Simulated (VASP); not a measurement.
# AlN in VASP: notebook, part 2 of 3

VASP 6.6.1. The steps go on from the part before.

## (4) Single point, r2SCAN (strain -0.030 along x and y, -0.015 along z)

Input file POSCAR:

```
AlN
1.0
    0.0000000000      2.1193536074      2.1521271168
    2.1193536074      0.0000000000      2.1521271168
    2.1193536074      2.1193536074      0.0000000000
Al N
1 1
Direct
    0.0000000000      0.0000000000      0.0000000000
    0.7500000000      0.7500000000      0.7500000000
```

Input file INCAR.step1:

```
SYSTEM = AlN
PREC = Accurate
ENCUT = 520
ISMEAR = 0
SIGMA = 0.05
LREAL = .FALSE.
LASPH = .TRUE.
NELM = 60
NBANDS = 11
GGA = PE
ALGO = Normal
EDIFF = 1E-4
LWAVE = .TRUE.
LCHARG = .FALSE.
```

Input file INCAR.step2:

```
SYSTEM = AlN
PREC = Accurate
ENCUT = 520
EDIFF = 1E-6
ISMEAR = 0
SIGMA = 0.05
LREAL = .FALSE.
LASPH = .TRUE.
NELM = 60
ALGO = Normal
ISIF = 2
LWAVE = .FALSE.
LCHARG = .FALSE.
METAGGA = R2SCAN
LMIXTAU = .TRUE.
NBANDS = 11
ISTART = 1
```

Input file KPOINTS:

```
Automatic mesh
0
G
  10 10 10
  0 0 0
```

Potentials or basis: VASP PAW PBE potentials, release 64 (Al, N).

On the command line:

```
> cat potpaw_PBE.64/Al/POTCAR potpaw_PBE.64/N/POTCAR > POTCAR
> cp INCAR.step1 INCAR
> mpirun -np 1 vasp_std > vasp.out
> cp INCAR.step2 INCAR
> mpirun -np 1 vasp_std > vasp.out
```

OUTCAR:

```text
SYSTEM = AlN
   PREC = Accurate
   ENCUT = 520
   EDIFF = 1E-6
   ISMEAR = 0
   LREAL = .FALSE.
   LASPH = .TRUE.
   NELM = 60
   ISIF = 2
   METAGGA = R2SCAN
   ISTART = 1

 ion  position               nearest neighbor table
   1  0.000  0.000  0.000-   2 1.84   2 1.84   2 1.84   2 1.84
   2  0.750  0.750  0.750-   1 1.84   1 1.84   1 1.84   1 1.84

  LATTYP: Found a body centered tetragonal cell.
 ALAT       =     2.9972186150
 C/A-ratio  =     1.4360828443

  Lattice vectors:

 A1 = (  -2.1193536074,   0.0000000000,   2.1521271168)
 A2 = (   2.1193536074,   0.0000000000,   2.1521271168)
 A3 = (   0.0000000000,   2.1193536074,  -2.1521271168)

Analysis of symmetry for initial positions (statically):
=====================================================================
 Subroutine PRICEL returns:
 Original cell was already a primitive cell.

 Routine SETGRP: Setting up the symmetry group for a
 body centered tetragonal supercell.

 Subroutine GETGRP returns: Found  8 space group operations
 (whereof  8 operations were pure point group operations)
 out of a pool of 16 trial point group operations.

The static configuration has the point symmetry D_2d.

Analysis of symmetry for dynamics (positions and initial velocities):
=====================================================================
 Subroutine PRICEL returns:
 Original cell was already a primitive cell.

 Routine SETGRP: Setting up the symmetry group for a
 body centered tetragonal supercell.

 Subroutine GETGRP returns: Found  8 space group operations
 (whereof  8 operations were pure point group operations)
 out of a pool of 16 trial point group operations.

The dynamic configuration has the point symmetry D_2d.

 Subroutine INISYM returns: Found  8 space group operations
 (whereof  8 operations are pure point group operations),
 and found     1 'primitive' translations

----------------------------------------------------------------------------------------

                                     Primitive cell

  volume of cell :      19.3332

  direct lattice vectors                    reciprocal lattice vectors
     0.000000000  2.119353607  2.152127117    -0.235920989  0.235920989  0.232328284
     2.119353607  0.000000000  2.152127117     0.235920989 -0.235920989  0.232328284
     2.119353607  2.119353607  0.000000000     0.235920989  0.235920989 -0.232328284

  length of vectors
     3.020481889  3.020481889  2.997218615     0.406563474  0.406563474  0.406563474

  position of ions in fractional coordinates (direct lattice)
     0.000000000  0.000000000  0.000000000
     0.750000000  0.750000000  0.750000000

  ion indices of the primitive-cell ions
   primitive index   ion index
                 1           1
                 2           2

----------------------------------------------------------------------------------------

 KPOINTS: Automatic mesh

Automatic generation of k-mesh.
 Grid dimensions read from file:
 generate k-points for:   10   10   10

 Generating k-lattice:

  Cartesian coordinates                     Fractional coordinates (reciprocal lattice)
    -0.023592099  0.023592099  0.023232828     0.100000000  0.000000000  0.000000000
     0.023592099 -0.023592099  0.023232828     0.000000000  0.100000000  0.000000000
     0.023592099  0.023592099 -0.023232828    -0.000000000 -0.000000000  0.100000000

  Length of vectors
     0.040656347  0.040656347  0.040656347

  Shift w.r.t. Gamma in fractional coordinates (k-lattice)
     0.000000000  0.000000000  0.000000000

 Subroutine IBZKPT returns following result:
 ===========================================

 Found    102 irreducible k-points:

 Following reciprocal coordinates:
            Coordinates               Weight
  0.000000  0.000000  0.000000      1.000000
  0.100000  0.000000  0.000000      8.000000
  0.200000  0.000000  0.000000      8.000000
  0.300000  0.000000  0.000000      8.000000
  0.400000  0.000000  0.000000      8.000000
  0.500000  0.000000  0.000000      4.000000
[... 16 lines left out ...]
  0.300000  0.300000  0.000000      2.000000
  0.400000  0.300000  0.000000      8.000000
 [... further k-points ...]
   k-points           NKPTS =    102   k-points in BZ     NKDIM =    102   number of bands    NBANDS=     11
   number of dos      NEDOS =    301   number of ions     NIONS =      2
   total plane-waves  NPLWV =  13824
   dimension x,y,z NGX =    24 NGY =   24 NGZ =   24
   dimension x,y,z NGXF=    48 NGYF=   48 NGZF=   48
   ions per type =               1   1
   NGX,Y,Z   is equivalent  to a cutoff of  13.21, 13.21, 13.31 a.u.
   NGXF,Y,Z  is equivalent  to a cutoff of  26.42, 26.42, 26.62 a.u.
 SYSTEM =  AlN
   PREC   = accura    normal or accurate (medium, high low for compatibility)
   ISTART =      1    job   : 0-new  1-cont  2-samecut
   ICHARG =      0    charge: 1-file 2-atom 10-const
   ISPIN  =      1    spin polarized calculation?
   LNONCOLLINEAR =      F non collinear calculations
   LSORBIT =      F    spin-orbit coupling
   LASPH  =      T    aspherical Exc in radial PAW
   ENCUT  =  520.0 eV  38.22 Ry    6.18 a.u.   5.62  5.62  5.57*2*pi/ulx,y,z
   NELM   =     60;   NELMIN=  2; NELMDL=  0     # of ELM steps
   EDIFF  = 0.1E-05   stopping-criterion for ELM
   LREAL  =      F    real-space projection
   EDIFFG = 0.1E-04   stopping-criterion for IOM
   NSW    =      0    number of steps for IOM
   IBRION =     -1    ionic relax: 0-MD 1-quasi-New 2-CG
   NFREE  =      0    steps in history (QN), initial steepest desc. (CG)
   ISIF   =      2    stress and relaxation
   ISYM   =      2    0-nonsym 1-usesym 2-fastsym
   POTIM  = 0.5000    time-step for ionic-motion
   TEBEG  =    0.0;   TEEND  =   0.0 temperature during run
   PSTRESS=    0.0 pullay stress
   NELECT =       8.0000    total number of electrons
   NUPDOWN=      -1.0000    fix difference up-down
   EMIN   =  10.00;   EMAX   =-10.00  energy-range for DOS
   EFERMI =   0.00;   METHOD = LEGACY
   ISMEAR =     0;   SIGMA  =   0.05  broadening in eV -4-tet -1-fermi 0-gaus
   EFERMI_NEDOS =   21; number of points for ismear=-14 and -15
   IALGO  =     38    algorithm
   IMIX   =      4    mixing-type and parameters
     AMIX     =   0.40;   BMIX     =  1.00
     AMIX_MAG =   1.60;   BMIX_MAG =  1.00
  volume/ion in A,a.u.               =       9.67        65.23
  Fermi-wavevector in a.u.,A,eV,Ry     =   1.219935  2.305342 20.248743  1.488241
  Thomas-Fermi vector in A             =   2.355170
   LORBIT       =      0    0 simple, 1 ext, 2 COOP (PROOUT), +10 PAW based schemes
   METAGGA = R2SCAN    functional components
   LHFCALC =     F    Hartree Fock is set to
   AEXX    =    0.0000 exact exchange contribution
   IVDW    =     0    specifies the selected vdW correction
   LEPSILON=     F    determine dielectric tensor
   LRPA    =     F    only Hartree local field effects (RPA)
 non-spin polarized calculation
 Gauss-broadening in eV      SIGMA  =   0.05
  energy-cutoff  :      520.00
  volume of cell :       19.33
 maximum number of plane-waves:       534
   NGX = 11   NGY = 11   NGZ = 11

 number of electron       7.9999999 magnetization

 Free energy of the ion-electron system (eV)
  ---------------------------------------------------
  ext. energy  EPLUGINS =         0.00000000
  ---------------------------------------------------
  free energy    TOTEN  =       -19.09681871 eV

  energy without entropy =      -19.09681871  energy(sigma->0) =      -19.09681871

 E-fermi :   6.6722     XC(G=0): -11.7624

 val. band max:        6.4370084315   @ k =  -0.1000   0.1000   0.0000
 cond. band min:      10.3777249142   @ k =   0.5000   0.0000   0.5000
 fundamental gap:      3.9407164827
 Fermi energy:         6.6722424993

 k-point     1 :       0.0000    0.0000    0.0000
  band No.  band energies     occupation
      1      -9.7760      2.00000
      2       6.3674      2.00000
      3       6.4364      2.00000
      4       6.4364      2.00000
      5      12.0220      0.00000
      6      20.7182      0.00000
      7      20.7182      0.00000
      8      20.7360      0.00000
      9      25.2903      0.00000
     10      25.8505      0.00000
     11      27.0513      0.00000
[... 309 lines left out ...]
 k-point    24 :       0.4000    0.3000    0.0000
  band No.  band energies     occupation
      1      -7.6135      2.00000
      2       2.0053      2.00000
      3       4.6623      2.00000
      4       5.0067      2.00000
      5      12.1816      0.00000
      6      17.4906      0.00000
      7      20.5454      0.00000
      8      23.0758      0.00000
      9      23.6839      0.00000
     10      29.9062      0.00000
     11      32.5864      0.00000

 [... further k-points ...]
[... 5 lines left out ...]
  --------------------------------------------------------------------------------------
  -------------------------------------------------------------------------------------
  Total        2.2813524      2.2813524      2.0137814      0.0000000      0.0000000     -0.0000000
  in kB      189.0593662    189.0593662    166.8853272      0.0000000      0.0000000     -0.0000000
  external PRESSURE =     181.6680199 kB  Pullay stress =       0.0000000 kB

 VOLUME and BASIS-vectors are now :
 -----------------------------------------------------------------------------
  energy-cutoff  :      520.00
  volume of cell :       19.33
      direct lattice vectors                 reciprocal lattice vectors
     0.000000000  2.119353607  2.152127117    -0.235920989  0.235920989  0.232328284
     2.119353607  0.000000000  2.152127117     0.235920989 -0.235920989  0.232328284
     2.119353607  2.119353607  0.000000000     0.235920989  0.235920989 -0.232328284

 POSITION                                       TOTAL-FORCE (eV/Angst)
 -----------------------------------------------------------------------------------
      0.00000      0.00000      0.00000        -0.000000     -0.000000     -0.000000
      3.17903      3.17903      3.22819         0.000000      0.000000      0.000000
 -----------------------------------------------------------------------------------
    total drift:                                0.000000      0.000000     -0.000000

  FREE ENERGIE OF THE ION-ELECTRON SYSTEM (eV)
  ---------------------------------------------------
  free  energy   TOTEN  =       -19.0968187129 eV

  energy  without entropy=      -19.0968187129  energy(sigma->0) =      -19.09681871
```

OUTCAR.step1:

```text
SYSTEM = AlN
   PREC = Accurate
   ENCUT = 520
   ISMEAR = 0
   LREAL = .FALSE.
   LASPH = .TRUE.
[... 558 lines left out ...]
      0.00000      0.00000      0.00000         0.000000      0.000000      0.000000
      3.17903      3.17903      3.22819        -0.000000     -0.000000      0.000000
 -----------------------------------------------------------------------------------
    total drift:                               -0.000000     -0.000000     -0.000000

  FREE ENERGIE OF THE ION-ELECTRON SYSTEM (eV)
  ---------------------------------------------------
  free  energy   TOTEN  =       -14.7146454123 eV

  energy  without entropy=      -14.7146454123  energy(sigma->0) =      -14.71464541
```

It took 32 s on 1 thread of Intel Xeon Platinum 8559C (Emerald Rapids), shared host; peak memory 0.14 GiB.

Results:

| Property | Result |
| --- | --- |
| Free energy | -19.0968 eV |
| Pressure | 18.2 GPa |
| Band gap on the k mesh | 3.94 eV, indirect (least direct gap 5.59 eV) |

Levels at points of the mesh, in eV from the valence-band top:
```csv
k point,band 2,band 3,band 4,band 5,band 6,band 7
"(0.00, 0.00, 0.00)",-0.07,0.00,0.00,5.58,14.28,14.28
"(0.50, 0.00, 0.00)",-6.24,-0.59,-0.44,8.90,11.36,12.28
"(0.50, 0.50, 0.00)",-5.32,-1.82,-1.82,4.02,10.10,16.10
"(0.50, 0.00, 0.50)",-5.17,-1.95,-1.95,3.94,9.86,16.40
```

Caveat: the cell differs from its parent crystal (strain -0.030 along x and y, -0.015 along z); the PAW data sets were made with another functional, which shifts forces and pressure a little.

## (5) Single point, r2SCAN (strain -0.030 along x and y, +0.000 along z)

Input file POSCAR:

```
AlN
1.0
    0.0000000000      2.1193536074      2.1849006262
    2.1193536074      0.0000000000      2.1849006262
    2.1193536074      2.1193536074      0.0000000000
Al N
1 1
Direct
    0.0000000000      0.0000000000      0.0000000000
    0.7500000000      0.7500000000      0.7500000000
```

Input file INCAR.step1:

```
SYSTEM = AlN
PREC = Accurate
ENCUT = 520
ISMEAR = 0
SIGMA = 0.05
LREAL = .False.
LASPH = .True.
NELM = 60
NBANDS = 11
GGA = PE
ALGO = Normal
EDIFF = 1E-4
LWAVE = .True.
LCHARG = .False.
```

Input file INCAR.step2:

```
SYSTEM = AlN
PREC = Accurate
ENCUT = 520
EDIFF = 1E-7
ISMEAR = 0
SIGMA = 0.05
LREAL = .False.
LASPH = .True.
NELM = 60
ALGO = Normal
ISIF = 2
LWAVE = .False.
LCHARG = .False.
METAGGA = R2SCAN
LMIXTAU = .True.
NBANDS = 11
ISTART = 1
```

Input file KPOINTS:

```
regular mesh
0
Gamma
  10 10 10
  0 0 0
```

On the command line:

```
> cat potpaw_PBE.64/Al/POTCAR potpaw_PBE.64/N/POTCAR > POTCAR
> cp INCAR.step1 INCAR
> mpirun -np 1 vasp_std > vasp.out
> cp INCAR.step2 INCAR
> mpirun -np 1 vasp_std > vasp.out
```

Run time: 35 s. Hardware: 1 thread of Intel Xeon Platinum 8559C (Emerald Rapids), shared host; peak memory 0.14 GiB.

It converged, with:

| Item | Value |
| --- | --- |
| Free energy | -19.1225 eV |
| Pressure | 14.0 GPa |
| Band gap on the k mesh | 3.87 eV, indirect (least direct gap 5.41 eV) |

Stress tensor (GPa, compression positive):
```
15.54  0.00  0.00
 0.00 15.54  0.00
 0.00  0.00 10.82
```

Levels at points of the mesh, in eV from the valence-band top:
```
           k point  band 1  band 2  band 3  band 4  band 5  band 6  band 7  band 8  band 9
(0.00, 0.00, 0.00)  -16.16   -0.15   -0.01   -0.01    5.40   14.08   14.08   14.11   18.39
(0.50, 0.00, 0.00)  -13.96   -6.21   -0.69   -0.41    8.68   11.21   12.05   12.58   20.09
(0.50, 0.50, 0.00)  -13.37   -5.40   -1.74   -1.74    4.03   10.12   15.63   17.86   17.86
(0.50, 0.00, 0.50)  -13.22   -5.10   -2.02   -2.01    3.87    9.64   16.22   17.08   18.10
```

Caveat: the cell differs from its parent crystal (strain -0.030 along x and y, +0.000 along z); the PAW data sets were made with another functional, which shifts forces and pressure a little.

(Part 2 of 3 ends here.)
